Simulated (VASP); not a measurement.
Set up this calculation in VASP 6.6.1, as the native input.

| Quantity | Value |
| --- | --- |
| Task | single point |
| Functional | PBE |
| Dispersion | D4 |
| Potentials or basis | VASP PAW PBE potentials, release 64 (Al, N) |
| Cutoff | 520 eV |
| k mesh | 10 × 10 × 6 |
| Occupations | fermi-dirac, width 0.05 eV |
| Spin | no spin polarisation |
| Dipole correction | no |
| Further INCAR settings | ALGO = Normal; EDIFF = 1e-07; NBANDS = 16 |

The structure of AlN lies in POSCAR:

```
AlN
1.0
    3.0494515564      0.0000000000      0.0000000000
   -1.5247257782      2.6409025155      0.0000000000
    0.0000000000      0.0000000000      4.8793184075
Al N
2 2
Direct
    0.6666666667      0.3333333333      0.5000000000
    0.3333333333      0.6666666667      0.0000000000
    0.6666666667      0.3333333333      0.8800000000
    0.3333333333      0.6666666667      0.3800000000
```

One way to write it, as run:

INCAR

```
SYSTEM = AlN
  PREC = Accurate
  ENCUT = 520
  EDIFF = 1E-7
  ISMEAR = -1
  SIGMA = 0.05
  LREAL = .False.
  LASPH = .True.
  NELM = 100
  ALGO = Normal
  ISIF = 2
  LWAVE = .False.
  LCHARG = .False.
  GGA = PE
  IVDW = 13
  NBANDS = 16
```

KPOINTS

```
Automatic mesh
0
Gamma
  10 10 6
  0 0 0
```

Potentials or basis: VASP PAW PBE potentials, release 64 (Al, N).

Launch:

```sh
$ cat potpaw_PBE.64/Al/POTCAR potpaw_PBE.64/N/POTCAR > POTCAR
$ mpirun -np 1 vasp_std > vasp.out
```

It gave:

```json
{
 "Pressure": "12.7 GPa",
 "Largest force": "0.179 eV/Å",
 "Band gap on the k mesh": "4.78 eV, direct",
 "Dispersion energy per atom": "-0.326 eV"
}
```

Wall time 21 s on 1 thread of Intel(R) Xeon(R) 6975P-C (Granite Rapids) (shared host), peak memory 0.15 GiB.
